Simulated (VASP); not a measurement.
# CaO (Fm-3m) in VASP: notebook

Runs on CaO. Level: PBE. Tasks: single point.

Program: VASP 6.6.1. These are calculated values, not measurements. Logs are shortened: lines on timing, memory, paths and dates and some standing lists are left out, and cuts for length are marked.

## (1) The cell of the first run

It takes space group Fm-3m (No. 225, cubic). Conventional cell: a = 4.795 Å, b = 4.795 Å, c = 4.795 Å, α = 90.00°, β = 90.00°, γ = 90.00°. Within 3.2 Å of Ca (site symmetry m-3m) lie 6 O at 2.40 Å. O (site symmetry m-3m) has 6 Ca at 2.40 Å within 3.2 Å.

## (2) Single point, PBE

Input file INCAR:

```
SYSTEM = CaO
PREC = Accurate ; ENCUT = 520
EDIFF = 1E-7 ; ISMEAR = 0
SIGMA = 0.01 ; LREAL = .FALSE.
LASPH = .TRUE. ; NELM = 60
ALGO = Normal ; ISIF = 2
LWAVE = .FALSE. ; LCHARG = .FALSE.
GGA = PE ; NBANDS = 15
```

Input file KPOINTS:

```
regular mesh
0
G
  6 6 6
  0 0 0
```

Input file POSCAR:

```
CaO
1.0
    0.0000000000      2.3975501188      2.3975501188
    2.3975501188      0.0000000000      2.3975501188
    2.3975501188      2.3975501188      0.0000000000
Ca O
1 1
Direct
    0.0000000000      0.0000000000      0.0000000000
    0.5000000000      0.5000000000      0.5000000000
```

Potentials or basis: VASP PAW PBE potentials, release 64 (Ca_sv, O).

The run is started by

```bash
cat potpaw_PBE.64/Ca_sv/POTCAR potpaw_PBE.64/O/POTCAR > POTCAR
mpirun -np 1 vasp_std > vasp.out
```

OUTCAR:

```text
SYSTEM = CaO
   PREC = Accurate
   ENCUT = 520
   EDIFF = 1E-7
   ISMEAR = 0
   LREAL = .FALSE.
   LASPH = .TRUE.
   NELM = 60
   ISIF = 2
   GGA = PE

 ion  position               nearest neighbor table
   1  0.000  0.000  0.000-   2 2.40   2 2.40   2 2.40   2 2.40   2 2.40   2 2.40
   2  0.500  0.500  0.500-   1 2.40   1 2.40   1 2.40   1 2.40   1 2.40   1 2.40

  LATTYP: Found a face centered cubic cell.
 ALAT       =     4.7951002376

  Lattice vectors:

 A1 = (   0.0000000000,   2.3975501188,   2.3975501188)
 A2 = (   2.3975501188,   0.0000000000,   2.3975501188)
 A3 = (   2.3975501188,   2.3975501188,   0.0000000000)

Analysis of symmetry for initial positions (statically):
=====================================================================
 Subroutine PRICEL returns:
 Original cell was already a primitive cell.

 Routine SETGRP: Setting up the symmetry group for a
 face centered cubic supercell.

 Subroutine GETGRP returns: Found 48 space group operations
 (whereof 48 operations were pure point group operations)
 out of a pool of 48 trial point group operations.

The static configuration has the point symmetry O_h .

Analysis of symmetry for dynamics (positions and initial velocities):
=====================================================================
 Subroutine PRICEL returns:
 Original cell was already a primitive cell.

 Routine SETGRP: Setting up the symmetry group for a
 face centered cubic supercell.

 Subroutine GETGRP returns: Found 48 space group operations
 (whereof 48 operations were pure point group operations)
 out of a pool of 48 trial point group operations.

The dynamic configuration has the point symmetry O_h .

 Subroutine INISYM returns: Found 48 space group operations
 (whereof 48 operations are pure point group operations),
 and found     1 'primitive' translations

----------------------------------------------------------------------------------------

                                     Primitive cell

  volume of cell :      27.5634

  direct lattice vectors                    reciprocal lattice vectors
     0.000000000  2.397550119  2.397550119    -0.208546214  0.208546214  0.208546214
     2.397550119  0.000000000  2.397550119     0.208546214 -0.208546214  0.208546214
     2.397550119  2.397550119  0.000000000     0.208546214  0.208546214 -0.208546214

  length of vectors
     3.390647894  3.390647894  3.390647894     0.361212638  0.361212638  0.361212638

  position of ions in fractional coordinates (direct lattice)
     0.000000000  0.000000000  0.000000000
     0.500000000  0.500000000  0.500000000

  ion indices of the primitive-cell ions
[... 79 lines left out ...]
   EMIN   =  10.00;   EMAX   =-10.00  energy-range for DOS
   EFERMI =   0.00;   METHOD = LEGACY
   ISMEAR =     0;   SIGMA  =   0.01  broadening in eV -4-tet -1-fermi 0-gaus
   EFERMI_NEDOS =   21; number of points for ismear=-14 and -15
   IALGO  =     38    algorithm
   IMIX   =      4    mixing-type and parameters
     AMIX     =   0.40;   BMIX     =  1.00
     AMIX_MAG =   1.60;   BMIX_MAG =  1.00
  volume/ion in A,a.u.               =      13.78        93.00
  Fermi-wavevector in a.u.,A,eV,Ry     =   1.365643  2.580691 25.374598  1.864980
  Thomas-Fermi vector in A             =   2.491853
   LORBIT       =      0    0 simple, 1 ext, 2 COOP (PROOUT), +10 PAW based schemes
   GGA     = PE    functional components
   LHFCALC =     F    Hartree Fock is set to
   AEXX    =    0.0000 exact exchange contribution
   IVDW    =     0    specifies the selected vdW correction
   LEPSILON=     F    determine dielectric tensor
   LRPA    =     F    only Hartree local field effects (RPA)
 non-spin polarized calculation
 Gauss-broadening in eV      SIGMA  =   0.01
  energy-cutoff  :      520.00
  volume of cell :       27.56
 maximum number of plane-waves:       754
 NGX is ok and might be reduce to    28
   NGX = 13   NGY = 13   NGZ = 13

 number of electron      15.9999997 magnetization

 Free energy of the ion-electron system (eV)
  ---------------------------------------------------
  ext. energy  EPLUGINS =         0.00000000
  ---------------------------------------------------
  free energy    TOTEN  =       -12.79763612 eV

  energy without entropy =      -12.79763612  energy(sigma->0) =      -12.79763612

 E-fermi :   2.5637     XC(G=0): -10.5099

 val. band max:        2.3900945627   @ k =   0.0000   0.0000   0.0000
 cond. band min:       6.0234650395   @ k =   0.5000   0.5000   0.0000
 fundamental gap:      3.6333704769
 Fermi energy:         2.5636788758

 k-point     1 :       0.0000    0.0000    0.0000
  band No.  band energies     occupation
      1     -35.2178      2.00000
      2     -15.9766      2.00000
      3     -15.9766      2.00000
      4     -15.9766      2.00000
      5     -13.1559      2.00000
      6       2.3901      2.00000
      7       2.3901      2.00000
      8       2.3901      2.00000
      9       7.1608      0.00000
     10       8.6329      0.00000
     11       8.6329      0.00000
     12       8.6329      0.00000
     13      10.1490      0.00000
     14      10.1490      0.00000
[... 257 lines left out ...]
      2     -16.4989      2.00000
      3     -16.3698      2.00000
      4     -16.3074      2.00000
      5     -12.6131      2.00000
      6       1.1800      2.00000
      7       1.3083      2.00000
      8       1.5807      2.00000
      9       7.4234      0.00000
     10      10.0930      0.00000
     11      10.7770      0.00000
     12      11.9763      0.00000
     13      12.1395      0.00000
     14      15.3880      0.00000
     15      16.1371      0.00000

------------------------ aborting loop because EDIFF is reached ----------------------------------------

  FORCE on cell =-STRESS in cart. coord.  units (eV):
  Direction    XX          YY          ZZ          XY          YZ          ZX
  --------------------------------------------------------------------------------------
  -------------------------------------------------------------------------------------
  Total        0.5300121      0.5300121      0.5300121      0.0000000      0.0000000      0.0000000
  in kB       30.8079872     30.8079872     30.8079872      0.0000000      0.0000000      0.0000000
  external PRESSURE =      30.8079872 kB  Pullay stress =       0.0000000 kB

 VOLUME and BASIS-vectors are now :
 -----------------------------------------------------------------------------
  energy-cutoff  :      520.00
  volume of cell :       27.56
      direct lattice vectors                 reciprocal lattice vectors
     0.000000000  2.397550119  2.397550119    -0.208546214  0.208546214  0.208546214
     2.397550119  0.000000000  2.397550119     0.208546214 -0.208546214  0.208546214
     2.397550119  2.397550119  0.000000000     0.208546214  0.208546214 -0.208546214

 POSITION                                       TOTAL-FORCE (eV/Angst)
 -----------------------------------------------------------------------------------
      0.00000      0.00000      0.00000         0.000000      0.000000      0.000000
      2.39755      2.39755      2.39755        -0.000000     -0.000000     -0.000000
 -----------------------------------------------------------------------------------
    total drift:                                0.000000      0.000000      0.000000

  FREE ENERGIE OF THE ION-ELECTRON SYSTEM (eV)
  ---------------------------------------------------
  free  energy   TOTEN  =       -12.7976361206 eV

  energy  without entropy=      -12.7976361206  energy(sigma->0) =      -12.79763612
```

OSZICAR:

```text
N       E                     dE             d eps       ncg     rms          rms(c)
DAV:   1     0.126531395397E+03    0.12653E+03   -0.85461E+03   480   0.111E+03
DAV:   2    -0.935957725446E+01   -0.13589E+03   -0.12622E+03   592   0.295E+02
DAV:   3    -0.143575920177E+02   -0.49980E+01   -0.49480E+01   571   0.585E+01
DAV:   4    -0.145081953035E+02   -0.15060E+00   -0.15041E+00   682   0.884E+00
DAV:   5    -0.145104121124E+02   -0.22168E-02   -0.22168E-02   573   0.943E-01    0.856E+00
DAV:   6    -0.128713126969E+02    0.16391E+01   -0.50615E+00   530   0.220E+01    0.356E+00
DAV:   7    -0.128010351325E+02    0.70278E-01   -0.41250E-01   544   0.660E+00    0.180E+00
DAV:   8    -0.127986010979E+02    0.24340E-02   -0.75227E-02   613   0.295E+00    0.424E-01
DAV:   9    -0.127970086254E+02    0.15925E-02   -0.48482E-03   487   0.580E-01    0.109E-01
DAV:  10    -0.127976612857E+02   -0.65266E-03   -0.74490E-04   572   0.247E-01    0.414E-02
DAV:  11    -0.127976365305E+02    0.24755E-04   -0.54898E-05   578   0.861E-02    0.771E-03
DAV:  12    -0.127976359968E+02    0.53368E-06   -0.74414E-06   585   0.251E-02    0.274E-03
DAV:  13    -0.127976361043E+02   -0.10751E-06   -0.25292E-07   578   0.475E-03    0.350E-04
DAV:  14    -0.127976361206E+02   -0.16338E-07   -0.22382E-08   303   0.147E-03
   1 F= -.12797636E+02 E0= -.12797636E+02  d E =-.108173-134
```

stdout:

```text
POSCAR found type information on POSCAR CaO
 POSCAR found :  2 types and       2 ions
 scaLAPACK will be used
 LDA part: xc-table for (Slater+PW92), standard interpolation
 POSCAR, INCAR and KPOINTS ok, starting setup
 FFT: planning ... GRIDC
 FFT: planning ... GRID_SOFT
 FFT: planning ... GRID
 WAVECAR not read
 entering main loop
```

Run time: 9 s. Hardware: 1 thread of Intel Xeon Platinum 8488C (Sapphire Rapids), shared host; peak memory 0.15 GiB.

Results:

```
Free energy            : -12.7976 eV
Pressure               : 3.1 GPa
Band gap on the k mesh : 3.63 eV, indirect (least direct gap 4.01 eV)
```

A k mesh can miss the band edges.

## (3) Single point, PBE

Input file INCAR:

```
  ALGO = Normal
  EDIFF = 1E-6
  ENCUT = 520
  GGA = PE
  ISIF = 2
  ISMEAR = 0
  LASPH = True
  LCHARG = False
  LREAL = False
  LWAVE = False
  NBANDS = 15
  NELM = 100
  PREC = Accurate
  SIGMA = 0.01
```

Input file KPOINTS:

```
k-points
0
Gamma
  6 6 6
```

POSCAR is that of step 2.

Potentials or basis: VASP PAW PBE potentials, release 64 (Ca_sv, O).

The run is started by

```bash
cat potpaw_PBE.64/Ca_sv/POTCAR potpaw_PBE.64/O/POTCAR > POTCAR
mpirun -np 1 vasp_std > vasp.out
```

Wall time 7 s (1 thread of Intel Xeon Platinum 8488C (Sapphire Rapids), shared host); peak memory 0.15 GiB.

The run converged. Its results:

```
Free energy            : -12.7976 eV
Pressure               : 3.1 GPa
Band gap on the k mesh : 3.63 eV, indirect (least direct gap 4.01 eV)
```

Levels at points of the mesh, in eV from the valence-band top:
| k point | band 6 | band 7 | band 8 | band 9 | band 10 | band 11 |
| --- | --- | --- | --- | --- | --- | --- |
| (0.00, 0.00, 0.00) | 0.00 | 0.00 | 0.00 | 4.77 | 6.24 | 6.24 |
| (0.50, 0.00, 0.00) | -2.66 | -1.22 | -1.22 | 7.08 | 8.39 | 8.39 |
| (0.50, 0.50, 0.00) | -1.30 | -0.37 | -0.37 | 3.63 | 8.10 | 8.93 |

## (4) Single point, PBE

Input file INCAR:

```
  ALGO = Normal
  EDIFF = 1E-7
  ENCUT = 520
  GGA = PE
  ISIF = 2
  ISMEAR = 1
  LASPH = T
  LCHARG = F
  LREAL = F
  LWAVE = F
  NBANDS = 15
  NELM = 60
  PREC = Accurate
  SIGMA = 0.001
```

KPOINTS is that of step 3.

POSCAR is that of step 3.

Potentials or basis: VASP PAW PBE potentials, release 64 (Ca_sv, O).

The run is started by

```bash
cat potpaw_PBE.64/Ca_sv/POTCAR potpaw_PBE.64/O/POTCAR > POTCAR
mpirun -np 1 vasp_std > vasp.out
```

OUTCAR:

```text
EDIFF = 1E-7
   ENCUT = 520
   GGA = PE
   ISIF = 2
   ISMEAR = 1
   LASPH = T
   LREAL = F
   NELM = 60
   PREC = Accurate

 ion  position               nearest neighbor table
   1  0.000  0.000  0.000-   2 2.40   2 2.40   2 2.40   2 2.40   2 2.40   2 2.40
   2  0.500  0.500  0.500-   1 2.40   1 2.40   1 2.40   1 2.40   1 2.40   1 2.40

  LATTYP: Found a face centered cubic cell.
 ALAT       =     4.7951002376

  Lattice vectors:

[... 464 lines left out ...]

------------------------ aborting loop because EDIFF is reached ----------------------------------------

  FORCE on cell =-STRESS in cart. coord.  units (eV):
  Direction    XX          YY          ZZ          XY          YZ          ZX
  --------------------------------------------------------------------------------------
  -------------------------------------------------------------------------------------
  Total        0.5300121      0.5300121      0.5300121      0.0000000     -0.0000000     -0.0000000
  in kB       30.8079874     30.8079874     30.8079874      0.0000000     -0.0000000     -0.0000000
  external PRESSURE =      30.8079874 kB  Pullay stress =       0.0000000 kB

 VOLUME and BASIS-vectors are now :
 -----------------------------------------------------------------------------
  energy-cutoff  :      520.00
  volume of cell :       27.56
      direct lattice vectors                 reciprocal lattice vectors
     0.000000000  2.397550119  2.397550119    -0.208546214  0.208546214  0.208546214
     2.397550119  0.000000000  2.397550119     0.208546214 -0.208546214  0.208546214
     2.397550119  2.397550119  0.000000000     0.208546214  0.208546214 -0.208546214

 POSITION                                       TOTAL-FORCE (eV/Angst)
 -----------------------------------------------------------------------------------
      0.00000      0.00000      0.00000         0.000000     -0.000000     -0.000000
      2.39755      2.39755      2.39755        -0.000000      0.000000      0.000000
 -----------------------------------------------------------------------------------
    total drift:                                0.000000      0.000000      0.000000

  FREE ENERGIE OF THE ION-ELECTRON SYSTEM (eV)
  ---------------------------------------------------
  free  energy   TOTEN  =       -12.7976361206 eV

  energy  without entropy=      -12.7976361206  energy(sigma->0) =      -12.79763612
```

stdout:

```text
POSCAR found type information on POSCAR CaO
 POSCAR found :  2 types and       2 ions
 scaLAPACK will be used
 LDA part: xc-table for (Slater+PW92), standard interpolation
 POSCAR, INCAR and KPOINTS ok, starting setup
 FFT: planning ... GRIDC
 FFT: planning ... GRID_SOFT
 FFT: planning ... GRID
 WAVECAR not read
 entering main loop
```

Run time: 7.8 s. Hardware: 1 thread of Intel Xeon Platinum 8488C (Sapphire Rapids), shared host; peak memory 0.15 GiB.

Results:

```yaml
Free_energy: -12.7976 eV
Pressure: 3.1 GPa
Band_gap_on_the_k_mesh: 3.63 eV, indirect (least direct gap 4.01 eV)
```
